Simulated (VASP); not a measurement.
Li2Ru, 3 atoms in the cell. It takes space group P-3m1 (No. 164, trigonal). Conventional cell: a = 3.037 Å, b = 3.037 Å, c = 6.973 Å, α = 90.00°, β = 90.00°, γ = 120.00°. Within 3.8 Å of Li (site symmetry 3m) lie 3 Ru at 2.86 Å and 9 Li at 3.01 to 3.04 Å. Ru (site symmetry -3m) has 6 Li at 2.86 Å and 6 Ru at 3.04 Å within 3.8 Å. 

| Property | Result |
| --- | --- |
| Program | VASP 6.6.1 |
| Task | relaxation of cell and atoms |
| Functional | PBE |
| Potentials or basis | VASP PAW PBE potentials, release 64 (Li_sv, Ru_pv) |
| Cutoff | 600 eV |
| k mesh | 6 × 6 × 4 |
| Occupations | gaussian, width 0.1 eV |
| Spin | no spin polarisation |
| Dipole correction | no |
| Further INCAR settings | ALGO = Normal; EDIFF = 1e-07; IBRION = 2; EDIFFG = -0.04; NSW = 90; ISIF = 3 |

Potentials or basis: VASP PAW PBE potentials, release 64 (Li_sv, Ru_pv).

Command:

```console
$ cat potpaw_PBE.64/Li_sv/POTCAR potpaw_PBE.64/Ru_pv/POTCAR > POTCAR
$ mpirun -np 1 vasp_std > vasp.out
```

Hardware: 1 thread of Intel(R) Xeon(R) Platinum 8375C CPU @ 2.90GHz (Ice Lake), with other jobs on the host.

Q: Estimate the wall time of this run.

A: Wall time 2.1 min on 1 thread of Intel(R) Xeon(R) Platinum 8375C CPU @ 2.90GHz (Ice Lake), on a shared host, peak memory 0.19 GiB. Counts: scf iterations 118, k points 24, ion steps 11.
